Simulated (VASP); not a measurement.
# SnO (Pmn2_1) in VASP: a series of runs

The runs below take SnO through single point, with LDA, BLYP, PBEsol.

Everything below comes from runs of VASP 6.6.1. Logs are shortened: lines on timing, memory, paths and dates and some standing lists are left out, and cuts for length are marked.

## Step 1: The cell of the first run

Symmetry: Pmn2_1, No. 31, orthorhombic system. Conventional cell: a = 3.355 Å, b = 5.674 Å, c = 4.222 Å, α = 90.00°, β = 90.00°, γ = 90.00°. Within 2.8 Å of Sn (site symmetry m) lie 3 O at 2.15 to 2.16 Å. Within 2.8 Å of O (site symmetry m) lie 3 Sn at 2.15 to 2.16 Å.

## Step 2: Single point, LDA

Input file INCAR:

```
PREC     = Accurate       # precision mode
ENCUT    = 520            # plane-wave cutoff, eV
EDIFF    = 1E-7           # SCF threshold, eV
ISMEAR   = 0              # smearing method
SIGMA    = 0.01           # smearing width, eV
LREAL    = F              # projectors in reciprocal space
LASPH    = T              # aspherical terms in the spheres
NELM     = 80             # most SCF steps
ALGO     = Normal         # electronic algorithm
ISIF     = 2              # what is computed and relaxed
LWAVE    = F              # write WAVECAR
LCHARG   = F              # write CHGCAR
NBANDS   = 28             # bands
```

Input file KPOINTS:

```
Automatic mesh
0
Gamma
  6 4 4
```

Input file POSCAR:

```
SnO
1.0
    3.3550050000      0.0000000000      0.0000000000
    0.0000000000      5.6741040000      0.0000000000
    0.0000000000      0.0000000000      4.2219700000
Sn O
2 2
Direct
    0.0000000000      0.2319090000      0.5131440000
    0.5000000000      0.7680910000      0.0131440000
    0.0000000000      0.8912500000      0.7368570000
    0.5000000000      0.1087500000      0.2368570000
```

Potentials or basis: VASP PAW LDA potentials, release 64 (Sn_d, O).

Run with:

```
$ cat potpaw_LDA.64/Sn_d/POTCAR potpaw_LDA.64/O/POTCAR > POTCAR
$ mpirun -np 1 vasp_std > vasp.out
```

OUTCAR:

```text
PREC = Accurate
   ENCUT = 520
   EDIFF = 1E-7
   ISMEAR = 0
   LREAL = F
   LASPH = T
   NELM = 80
   ISIF = 2

 ion  position               nearest neighbor table
   1  0.000  0.232  0.513-   3 2.15   4 2.16   4 2.16
   2  0.500  0.768  0.013-   4 2.15   3 2.16   3 2.16
   3  0.000  0.891  0.737-   1 2.15   2 2.16   2 2.16
   4  0.500  0.109  0.237-   2 2.15   1 2.16   1 2.16

  LATTYP: Found a simple orthorhombic cell.
 ALAT       =     3.3550050000
 B/A-ratio  =     1.2584094510
 C/A-ratio  =     1.6912356315

  Lattice vectors:

 A1 = (  -3.3550050000,   0.0000000000,   0.0000000000)
 A2 = (   0.0000000000,   0.0000000000,   4.2219700000)
 A3 = (   0.0000000000,   5.6741040000,   0.0000000000)

Analysis of symmetry for initial positions (statically):
=====================================================================
 Subroutine PRICEL returns:
 Original cell was already a primitive cell.

 Routine SETGRP: Setting up the symmetry group for a
 simple orthorhombic supercell.

 Subroutine GETGRP returns: Found  4 space group operations
 (whereof  2 operations were pure point group operations)
 out of a pool of  8 trial point group operations.

The static configuration has the point symmetry C_1h.
 The point group associated with its full space group is C_2v.

Analysis of symmetry for dynamics (positions and initial velocities):
=====================================================================
 Subroutine PRICEL returns:
 Original cell was already a primitive cell.

 Routine SETGRP: Setting up the symmetry group for a
 simple orthorhombic supercell.

 Subroutine GETGRP returns: Found  4 space group operations
 (whereof  2 operations were pure point group operations)
 out of a pool of  8 trial point group operations.

The dynamic configuration has the point symmetry C_1h.
 The point group associated with its full space group is C_2v.

 Subroutine INISYM returns: Found  4 space group operations
 (whereof  2 operations are pure point group operations),
 and found     1 'primitive' translations

----------------------------------------------------------------------------------------

                                     Primitive cell

  volume of cell :      80.3722

  direct lattice vectors                    reciprocal lattice vectors
     3.355005000  0.000000000  0.000000000     0.298062149  0.000000000  0.000000000
     0.000000000  5.674104000  0.000000000     0.000000000  0.176239279  0.000000000
     0.000000000  0.000000000  4.221970000     0.000000000  0.000000000  0.236856254

  length of vectors
     3.355005000  5.674104000  4.221970000     0.298062149  0.176239279  0.236856254

  position of ions in fractional coordinates (direct lattice)
     0.000000000  0.231909000  0.513144000
     0.500000000  0.768091000  0.013144000
     0.000000000  0.891250000  0.736857000
     0.500000000  0.108750000  0.236857000

  ion indices of the primitive-cell ions
   primitive index   ion index
                 1           1
                 2           2
                 3           3
                 4           4

----------------------------------------------------------------------------------------

 KPOINTS: Automatic mesh

Automatic generation of k-mesh.
 Grid dimensions read from file:
 generate k-points for:    6    4    4

 Generating k-lattice:

  Cartesian coordinates                     Fractional coordinates (reciprocal lattice)
     0.049677025  0.000000000  0.000000000     0.166666667  0.000000000  0.000000000
     0.000000000  0.044059820  0.000000000     0.000000000  0.250000000  0.000000000
     0.000000000  0.000000000  0.059214064     0.000000000  0.000000000  0.250000000

  Length of vectors
     0.049677025  0.044059820  0.059214064

  Shift w.r.t. Gamma in fractional coordinates (k-lattice)
     0.000000000  0.000000000  0.000000000

 Subroutine IBZKPT returns following result:
 ===========================================

 Found     36 irreducible k-points:

 Following reciprocal coordinates:
            Coordinates               Weight
  0.000000  0.000000  0.000000      1.000000
  0.166667  0.000000  0.000000      2.000000
  0.333333  0.000000  0.000000      2.000000
  0.500000  0.000000  0.000000      1.000000
  0.000000  0.250000  0.000000      2.000000
  0.166667  0.250000  0.000000      4.000000
[... 16 lines left out ...]
  0.333333  0.500000  0.250000      4.000000
  0.500000  0.500000  0.250000      2.000000
 [... further k-points ...]
   k-points           NKPTS =     36   k-points in BZ     NKDIM =     36   number of bands    NBANDS=     28
   number of dos      NEDOS =    301   number of ions     NIONS =      4
   total plane-waves  NPLWV =  37632
   dimension x,y,z NGX =    28 NGY =   42 NGZ =   32
   dimension x,y,z NGXF=    56 NGYF=   84 NGZF=   64
   ions per type =               2   2
   NGX,Y,Z   is equivalent  to a cutoff of  13.87, 12.31, 12.60 a.u.
   NGXF,Y,Z  is equivalent  to a cutoff of  27.75, 24.61, 25.20 a.u.
 SYSTEM =  unknown system
   PREC   = accura    normal or accurate (medium, high low for compatibility)
   ISTART =      0    job   : 0-new  1-cont  2-samecut
   ICHARG =      2    charge: 1-file 2-atom 10-const
   ISPIN  =      1    spin polarized calculation?
   LNONCOLLINEAR =      F non collinear calculations
   LSORBIT =      F    spin-orbit coupling
   LASPH  =      T    aspherical Exc in radial PAW
   ENCUT  =  520.0 eV  38.22 Ry    6.18 a.u.   6.24 10.55  7.85*2*pi/ulx,y,z
   NELM   =     80;   NELMIN=  2; NELMDL= -5     # of ELM steps
   EDIFF  = 0.1E-06   stopping-criterion for ELM
   LREAL  =      F    real-space projection
   EDIFFG = 0.1E-05   stopping-criterion for IOM
   NSW    =      0    number of steps for IOM
   IBRION =     -1    ionic relax: 0-MD 1-quasi-New 2-CG
   NFREE  =      0    steps in history (QN), initial steepest desc. (CG)
   ISIF   =      2    stress and relaxation
   ISYM   =      2    0-nonsym 1-usesym 2-fastsym
   POTIM  = 0.5000    time-step for ionic-motion
   TEBEG  =    0.0;   TEEND  =   0.0 temperature during run
   PSTRESS=    0.0 pullay stress
   NELECT =      40.0000    total number of electrons
   NUPDOWN=      -1.0000    fix difference up-down
   EMIN   =  10.00;   EMAX   =-10.00  energy-range for DOS
   EFERMI =   0.00;   METHOD = LEGACY
   ISMEAR =     0;   SIGMA  =   0.01  broadening in eV -4-tet -1-fermi 0-gaus
   EFERMI_NEDOS =   21; number of points for ismear=-14 and -15
   IALGO  =     38    algorithm
   IMIX   =      4    mixing-type and parameters
     AMIX     =   0.40;   BMIX     =  1.00
     AMIX_MAG =   1.60;   BMIX_MAG =  1.00
  volume/ion in A,a.u.               =      20.09       135.59
  Fermi-wavevector in a.u.,A,eV,Ry     =   1.297357  2.451650 22.900458  1.683136
  Thomas-Fermi vector in A             =   2.428755
   LORBIT       =      0    0 simple, 1 ext, 2 COOP (PROOUT), +10 PAW based schemes
   GGA     = CA    functional components
   LHFCALC =     F    Hartree Fock is set to
   AEXX    =    0.0000 exact exchange contribution
   IVDW    =     0    specifies the selected vdW correction
   LEPSILON=     F    determine dielectric tensor
   LRPA    =     F    only Hartree local field effects (RPA)
 non-spin polarized calculation
 Gauss-broadening in eV      SIGMA  =   0.01
  energy-cutoff  :      520.00
  volume of cell :       80.37
 maximum number of plane-waves:      2182
 NGX is ok and might be reduce to    28
   NGX = 13   NGY = 21   NGZ = 15

 number of electron      39.9999992 magnetization

 Free energy of the ion-electron system (eV)
  ---------------------------------------------------
  ext. energy  EPLUGINS =         0.00000000
  ---------------------------------------------------
  free energy    TOTEN  =       -25.18269741 eV

  energy without entropy =      -25.18269741  energy(sigma->0) =      -25.18269741

 E-fermi :   4.5946     XC(G=0):  -9.9654

 val. band max:        4.5244528827   @ k =   0.0000   0.0000   0.0000
 cond. band min:       6.1226666142   @ k =   0.3333   0.5000   0.0000
 fundamental gap:      1.5982137316
 Fermi energy:         4.5945843144

 k-point     1 :       0.0000    0.0000    0.0000
  band No.  band energies     occupation
      1     -16.5525      2.00000
      2     -16.2461      2.00000
      3     -16.1599      2.00000
      4     -16.1358      2.00000
      5     -16.1089      2.00000
      6     -16.0757      2.00000
[... 20 lines left out ...]
     27      13.1714      0.00000
     28      13.7416      0.00000

 k-point     2 :       0.1667    0.0000    0.0000
  band No.  band energies     occupation
      1     -16.5408      2.00000
      2     -16.2443      2.00000
      3     -16.1772      2.00000
      4     -16.1432      2.00000
      5     -16.1214      2.00000
      6     -16.0767      2.00000
[... 20 lines left out ...]
     27      13.0983      0.00000
     28      13.9099      0.00000

 k-point     3 :       0.3333    0.0000    0.0000
  band No.  band energies     occupation
      1     -16.5337      2.00000
      2     -16.3970      2.00000
      3     -16.1314      2.00000
      4     -16.1191      2.00000
      5     -16.1022      2.00000
      6     -16.0836      2.00000
[... 20 lines left out ...]
     27      12.6265      0.00000
     28      14.1513      0.00000

 k-point     4 :       0.5000    0.0000    0.0000
  band No.  band energies     occupation
      1     -16.5061      2.00000
      2     -16.5061      2.00000
      3     -16.1204      2.00000
      4     -16.1204      2.00000
      5     -16.0863      2.00000
      6     -16.0863      2.00000
[... 578 lines left out ...]
     27      14.7274      0.00000
     28      14.8941      0.00000

 k-point    23 :       0.3333    0.5000    0.2500
  band No.  band energies     occupation
      1     -16.5252      2.00000
      2     -16.4289      2.00000
      3     -16.1344      2.00000
      4     -16.1337      2.00000
      5     -16.0907      2.00000
      6     -16.0835      2.00000
[... 20 lines left out ...]
     27      14.2069      0.00000
     28      14.3215      0.00000

 k-point    24 :       0.5000    0.5000    0.2500
  band No.  band energies     occupation
      1     -16.5187      2.00000
      2     -16.5187      2.00000
      3     -16.1305      2.00000
      4     -16.1305      2.00000
      5     -16.0750      2.00000
      6     -16.0750      2.00000
[... 20 lines left out ...]
     27      14.0231      0.00000
     28      14.0231      0.00000

 [... further k-points ...]
[... 5 lines left out ...]
  --------------------------------------------------------------------------------------
  -------------------------------------------------------------------------------------
  Total       -3.0692100     -2.4310039     -2.3124710      0.0000000      0.0000000      0.0000000
  in kB      -61.1831142    -48.4608059    -46.0979137      0.0000000      0.0000000      0.0000000
  external PRESSURE =     -51.9139446 kB  Pullay stress =       0.0000000 kB

 VOLUME and BASIS-vectors are now :
 -----------------------------------------------------------------------------
  energy-cutoff  :      520.00
  volume of cell :       80.37
      direct lattice vectors                 reciprocal lattice vectors
     3.355005000  0.000000000  0.000000000     0.298062149  0.000000000  0.000000000
     0.000000000  5.674104000  0.000000000     0.000000000  0.176239279  0.000000000
     0.000000000  0.000000000  4.221970000     0.000000000  0.000000000  0.236856254

 POSITION                                       TOTAL-FORCE (eV/Angst)
 -----------------------------------------------------------------------------------
      0.00000      1.31588      2.16648         0.000000     -0.618695     -0.190954
      1.67750      4.35823      0.05549         0.000000      0.618695     -0.190954
      0.00000      5.05705      3.11099         0.000000      0.175652      0.190954
      1.67750      0.61706      1.00000         0.000000     -0.175652      0.190954
 -----------------------------------------------------------------------------------
    total drift:                                0.000000      0.000000     -0.000122

  FREE ENERGIE OF THE ION-ELECTRON SYSTEM (eV)
  ---------------------------------------------------
  free  energy   TOTEN  =       -25.1826974129 eV

  energy  without entropy=      -25.1826974129  energy(sigma->0) =      -25.18269741
```

Run time: 40 s. Hardware: 1 thread of Intel Xeon 6975P-C, shared host; peak memory 0.2 GiB.

Results:

```
Free energy            : -25.1827 eV
Pressure               : -5.2 GPa
Largest force          : 0.647 eV/Å
Band gap on the k mesh : 1.60 eV, indirect (least direct gap 2.35 eV)
```

Forces on the atoms (eV/Å):
```
Sn   0.000 -0.619 -0.191
Sn   0.000  0.619 -0.191
O    0.000  0.176  0.191
O    0.000 -0.176  0.191
```

Caveat: spin-orbit coupling is left out, which moves the levels of the heavy elements. As with any semilocal functional, this LDA gap is likely too small.

## Step 3: Single point, BLYP

Input file INCAR:

```
SYSTEM = SnO
AGGAC = 1.0 ; AGGAX = 1.0
ALDAC = 0.0 ; ALDAX = 1.0
ALGO = Normal ; EDIFF = 1E-7
ENCUT = 520 ; GGA = B5
ISIF = 2 ; ISMEAR = 0
LASPH = .TRUE. ; LCHARG = .TRUE.
LELF = .TRUE. ; LREAL = .FALSE.
LVHAR = .TRUE. ; LWAVE = .FALSE.
NBANDS = 28 ; NELM = 80
PREC = Accurate ; SIGMA = 0.01
```

Input file KPOINTS:

```
k-points
0
G
  6 4 4
  0 0 0
```

POSCAR is that of step 2.

Potentials or basis: VASP PAW PBE potentials, release 64 (Sn_d, O).

Run with:

```
$ cat potpaw_PBE.64/Sn_d/POTCAR potpaw_PBE.64/O/POTCAR > POTCAR
$ mpirun -np 1 vasp_std > vasp.out
```

It took 68 s on 1 thread of Intel Xeon 6975P-C, shared host; peak memory 0.22 GiB.

The run converged. Its results:

- Free energy: -20.8793 eV
- Pressure: 4.1 GPa
- Largest force: 0.161 eV/Å
- Band gap on the k mesh: 1.82 eV, indirect (least direct gap 2.57 eV)

Forces in eV/Å, atoms in the order of the input:
```
Sn   0.000  0.145  0.070
Sn   0.000 -0.145  0.070
O    0.000  0.013 -0.070
O    0.000 -0.013 -0.070
```

Stress tensor (GPa, compression positive):
```
4.56 0.00 0.00
0.00 3.99 0.00
0.00 0.00 3.79
```

Levels at points of the mesh, in eV from the valence-band top:
```tsv
k point	band 17	band 18	band 19	band 20	band 21	band 22	band 23	band 24
(0.00, 0.00, 0.00)	-3.37	-2.54	-1.96	0.00	2.78	3.33	5.92	6.11
(0.50, 0.00, 0.00)	-2.49	-2.49	-1.21	-1.21	2.74	2.74	5.57	5.57
(0.00, 0.50, 0.00)	-3.67	-2.56	-1.53	-1.29	3.48	3.98	5.01	5.18
(0.50, 0.50, 0.00)	-2.56	-2.56	-0.86	-0.86	2.01	2.01	6.27	6.27
(0.00, 0.00, 0.50)	-3.09	-3.09	-1.61	-1.61	2.81	2.81	5.35	5.35
(0.50, 0.00, 0.50)	-3.06	-3.06	-1.06	-1.06	2.26	2.26	4.73	4.73
(0.00, 0.50, 0.50)	-2.80	-2.80	-1.45	-1.45	2.06	2.06	6.09	6.09
(0.50, 0.50, 0.50)	-3.32	-3.32	-0.44	-0.44	2.59	2.59	4.26	4.26
```

Caveat: the PAW data sets were made with another functional, which shifts forces and pressure a little; spin-orbit coupling is left out, which moves the levels of the heavy elements. A k mesh can miss the band edges.

## Step 4: Single point, PBEsol

Input file INCAR:

```
SYSTEM = SnO
PREC = Accurate ; ENCUT = 520
EDIFF = 1E-6 ; ISMEAR = 0
SIGMA = 0.01 ; LREAL = .FALSE.
LASPH = .TRUE. ; NELM = 60
ALGO = Normal ; ISIF = 2
LWAVE = .FALSE. ; LCHARG = .FALSE.
GGA = PS ; NBANDS = 28
```

Input file KPOINTS:

```
Automatic mesh
0
G
  6 4 4
  0 0 0
```

POSCAR is that of step 3.

Run with:

```
$ cat potpaw_PBE.64/Sn_d/POTCAR potpaw_PBE.64/O/POTCAR > POTCAR
$ mpirun -np 1 vasp_std > vasp.out
```

Run time: 56 s. Hardware: 1 thread of Intel Xeon 6975P-C, shared host; peak memory 0.22 GiB.

It converged, with:

```yaml
Free_energy: -23.7965 eV
Pressure: -2.9 GPa
Largest_force: 0.351 eV/Å
Band_gap_on_the_k_mesh: 1.58 eV, indirect (least direct gap 2.33 eV)
```

Forces in eV/Å, atoms in the order of the input:
```
Sn   0.000 -0.337 -0.097
Sn   0.000  0.337 -0.097
O    0.000  0.120  0.097
O    0.000 -0.120  0.097
```

Stress tensor (GPa, compression positive):
```
-3.53  0.00  0.00
 0.00 -2.58  0.00
 0.00  0.00 -2.55
```

Levels at points of the mesh, in eV from the valence-band top:
```csv
k point,band 17,band 18,band 19,band 20,band 21,band 22,band 23,band 24
"(0.00, 0.00, 0.00)",-3.50,-2.64,-2.05,0.00,2.60,3.10,5.81,5.86
"(0.50, 0.00, 0.00)",-2.58,-2.58,-1.25,-1.25,2.53,2.53,5.48,5.48
"(0.00, 0.50, 0.00)",-3.80,-2.66,-1.59,-1.37,3.27,3.86,4.79,4.97
"(0.50, 0.50, 0.00)",-2.65,-2.65,-0.91,-0.91,1.83,1.83,6.23,6.23
"(0.00, 0.00, 0.50)",-3.20,-3.20,-1.66,-1.66,2.61,2.61,5.17,5.17
"(0.50, 0.00, 0.50)",-3.15,-3.15,-1.08,-1.08,2.06,2.06,4.55,4.55
"(0.00, 0.50, 0.50)",-2.92,-2.92,-1.51,-1.51,1.87,1.87,5.92,5.92
"(0.50, 0.50, 0.50)",-3.43,-3.43,-0.43,-0.43,2.38,2.38,4.10,4.10
```

Caveat: the PAW data sets were made with another functional, which shifts forces and pressure a little; spin-orbit coupling is left out, which moves the levels of the heavy elements. A hybrid or GW would open this gap; PBEsol tends to underestimate it.

## Step 5: Overview

```csv
level,potentials or basis,gap on the mesh (eV),pressure (GPa),largest force (eV/Å)
LDA,"VASP PAW LDA potentials, release 64 (Sn_d, O)",1.60,-5.2,0.65
BLYP,"VASP PAW PBE potentials, release 64 (Sn_d, O)",1.82,4.1,0.16
PBEsol,"VASP PAW PBE potentials, release 64 (Sn_d, O)",1.58,-2.9,0.35
```

Alike in all rows: task single point; no spin polarisation; cell as given; k mesh 6 × 4 × 4; cutoff (eV) 520; smearing gaussian 0.01 eV.

Caveats: spin-orbit coupling is left out, which moves the levels of the heavy elements; the PAW data sets were made with another functional, which shifts forces and pressure a little (some runs).

Total energies depend on the potentials used, so only differences within one code and one set of settings carry meaning.
